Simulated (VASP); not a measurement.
Wanted: the native input for a VASP 6.6.1 run.

- Task: single point
- Functional: PBE
- Potentials or basis: VASP PAW PBE potentials, release 64 (Zr_sv, Nb_sv, C)
- Cutoff: 520 eV
- k mesh: 12 × 12 × 6
- Occupations: gaussian, width 0.1 eV
- Spin: no spin polarisation
- Dipole correction: no
- Further INCAR settings: ALGO = Normal; EDIFF = 1e-06; NBANDS = 30

The structure of Zr2NbC2 lies in POSCAR:

```
Zr2NbC2
1.0
    3.2923292184      0.0000000000      0.0000000000
   -1.6461646092      2.8512407407      0.0000000000
    0.0000000000      0.0000000000      7.8499311319
Zr Nb C
2 1 2
Direct
    0.6666666667      0.3333333333      0.6835345416
    0.3333333333      0.6666666667      0.3164654584
    0.0000000000      0.0000000000      0.0000000000
    0.6666666667      0.3333333333      0.1635444464
    0.3333333333      0.6666666667      0.8364555536
```

The cell was generated, and may not be a known phase.

These files were run (other wordings do the same):

INCAR

```
PREC = Accurate
ENCUT = 520
EDIFF = 1E-6
ISMEAR = 0
SIGMA = 0.1
LREAL = F
LASPH = T
NELM = 60
ALGO = Normal
ISIF = 2
LWAVE = F
LCHARG = F
GGA = PE
NBANDS = 30
```

KPOINTS

```
Automatic mesh
0
Gamma
  12 12 6
```

Potentials or basis: VASP PAW PBE potentials, release 64 (Zr_sv, Nb_sv, C).

Command:

```sh
$ cat potpaw_PBE.64/Zr_sv/POTCAR potpaw_PBE.64/Nb_sv/POTCAR potpaw_PBE.64/C/POTCAR > POTCAR
$ mpirun -np 1 vasp_std > vasp.out
```

Results of the run:

The pressure is 0.0 GPa. The largest force is 0.025 eV/Å. The band gap on the k mesh is zero (an odd number of electrons rules out a gap without spin polarisation).

Wall time 6 min on 1 thread of Intel Xeon 8259CL, on a shared host, peak memory 0.33 GiB.
